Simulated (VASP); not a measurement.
Pb3F, 4 atoms in the cell. It takes space group Pm-3m (No. 221, cubic). The conventional cell has a = 4.722 Å, b = 4.722 Å, c = 4.722 Å, α = 90.00°, β = 90.00°, γ = 90.00°. Pb (site symmetry 4/mmm) has 8 Pb at 3.34 Å and 4 F at 3.34 Å within 4.4 Å. F (site symmetry m-3m) has 12 Pb at 3.34 Å within 4.4 Å. 

```yaml
Program: VASP 6.6.1
Task: single point
Functional: PBE
Potentials_or_basis: VASP PAW PBE potentials, release 64 (Pb_d, F)
Cutoff: 520 eV
k_mesh: 10 × 10 × 10
Occupations: gaussian, width 0.1 eV
Spin: no spin polarisation
Dipole_correction: no
Further_INCAR_settings: ALGO = Normal; EDIFF = 1e-06; NBANDS = 32
```

Potentials or basis: VASP PAW PBE potentials, release 64 (Pb_d, F).

Launch:

```console
$ cat potpaw_PBE.64/Pb_d/POTCAR potpaw_PBE.64/F/POTCAR > POTCAR
$ mpirun -np 1 vasp_std > vasp.out
```

Hardware: 1 thread of Intel(R) Xeon(R) 6975P-C (Granite Rapids) (shared host).

Q: How long does it take, and how much memory?

A: Run time: 56 s on 1 thread of Intel(R) Xeon(R) 6975P-C (Granite Rapids), on a shared host, peak memory 0.29 GiB. Counts: scf iterations 13, k points 56.
